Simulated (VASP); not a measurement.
A run of VASP 6.6.1 is set up as follows.

Contents of POSCAR:

```
Mg
1.0
    2.9994979981      0.0000000000      0.0000000000
    0.0000000000      2.9994979981      0.0000000000
    0.0000000000      0.0000000000      2.9994979981
Mg
1
Direct
    0.0000000000      0.0000000000      0.0000000000
```

INCAR.step1

```
SYSTEM = Mg
  PREC = Accurate
  ENCUT = 660
  ISMEAR = -1
  SIGMA = 0.1
  LREAL = .False.
  LASPH = .True.
  NELM = 120
  NBANDS = 7
  GGA = PE
  ALGO = Normal
  EDIFF = 1E-5
  LWAVE = .True.
  LCHARG = .False.
  GGA_COMPAT = .False.
```

File INCAR.step2:

```
SYSTEM = Mg
  PREC = Accurate
  ENCUT = 660
  EDIFF = 1E-6
  ISMEAR = -1
  SIGMA = 0.1
  LREAL = .False.
  LASPH = .True.
  NELM = 120
  ALGO = Normal
  ISIF = 2
  LWAVE = .False.
  LCHARG = .True.
  METAGGA = R2SCAN
  LMIXTAU = .True.
  LELF = .True.
  LVHAR = .True.
  NBANDS = 7
  ISTART = 1
  GGA_COMPAT = .False.
```

KPOINTS

```
Automatic mesh
0
Gamma
  6 6 6
  0 0 0
```

Potentials or basis: VASP PAW PBE potentials, release 64 (Mg).

Command:

```sh
$ cat potpaw_PBE.64/Mg/POTCAR > POTCAR
$ cp INCAR.step1 INCAR
$ mpirun -np 1 vasp_std > vasp.out
$ cp INCAR.step2 INCAR
$ mpirun -np 1 vasp_std > vasp.out
```

Problem. What does it give for the pressure?

Solution. -0.1 GPa.

Problem. What does it give for the band gap on the k mesh?

Solution. Zero (band 1 reaches 6.80 eV, above the bottom of band 2 at -0.44 eV).

Caveat: the PAW data sets were made with another functional, which shifts forces and pressure a little.
